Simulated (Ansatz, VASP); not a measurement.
Two plane-wave programs on Se

Contents of INCAR:

```
SYSTEM = Se
ALGO = Normal
EDIFF = 1E-7
EDIFFG = -0.01
ENCUT = 600
GGA = PE
IBRION = 2
ISIF = 3
ISMEAR = 0
LASPH = .TRUE.
LCHARG = .FALSE.
LREAL = .FALSE.
LWAVE = .FALSE.
NELM = 80
NSW = 100
PREC = Accurate
SIGMA = 0.1
```

File KPOINTS:

```
k-points
0
G
  18 18 22
  0 0 0
```

The input POSCAR:

```
Se
1.0
    3.0939120271      0.0000000000      0.0000000000
    0.0000000000      3.0939120271      0.0000000000
    0.0000000000      0.0000000000      2.5011780091
Se
1
Direct
    0.0000000000      0.0000000000      0.0000000000
```

Input for Ansatz:

```yaml
crystal:
  lattice:
    - [3.0939120271, 0.0, 0.0]
    - [0.0, 3.0939120271, 0.0]
    - [0.0, 0.0, 2.5011780091]
  atoms:
    - { symbol: Se, position: [0.0, 0.0, 0.0] }
basis:
  ecutwfc: 420
kpoints:
  mp_grid: { grid: [18, 18, 22] }
hamiltonian:
  xc: pbe
scf:
  occupations: { method: gaussian, width: 0.1 }
output:
  forces: true
  stress: true
  eigenvalues: true
relax:
  adjacent_minimum: "off"
  f_tol: 0.01
  max_steps: 80
  cell: { stress_tol: 0.05 }
```

Alike in both runs: task relaxation of cell and atoms; functional PBE; k mesh 18 × 18 × 22; occupations gaussian, width 0.1 eV; no spin polarisation.

|  | VASP | Ansatz |
| --- | --- | --- |
| version | VASP 6.6.1 | Ansatz 0.2.0 |
| potentials or method | VASP PAW PBE potentials, release 64 (Se), cutoff 600 eV | scalar-relativistic, plane waves, PAW |
| valence electrons in the cell | 6 | 16 |

Ansatz gave:

```
gap on the k mesh at the Fermi level, each at its own relaxed structure (eV) : none
relaxed volume (Å³/atom)                                                     : 22.68
relaxed cell length with the largest relative difference (Å)                 : 2.836
```

Question: Estimate VASP's values.

Answer: gap on the k mesh at the Fermi level, each at its own relaxed structure (eV): none; relaxed volume (Å³/atom): 22.68; relaxed cell length with the largest relative difference (Å): 2.835.

A gap of «none» marks a metal or a gap that the smearing closes. VASP's potentials hold 6 valence electrons a cell and Ansatz's 16, so a difference there can come from the potentials and not from the codes.
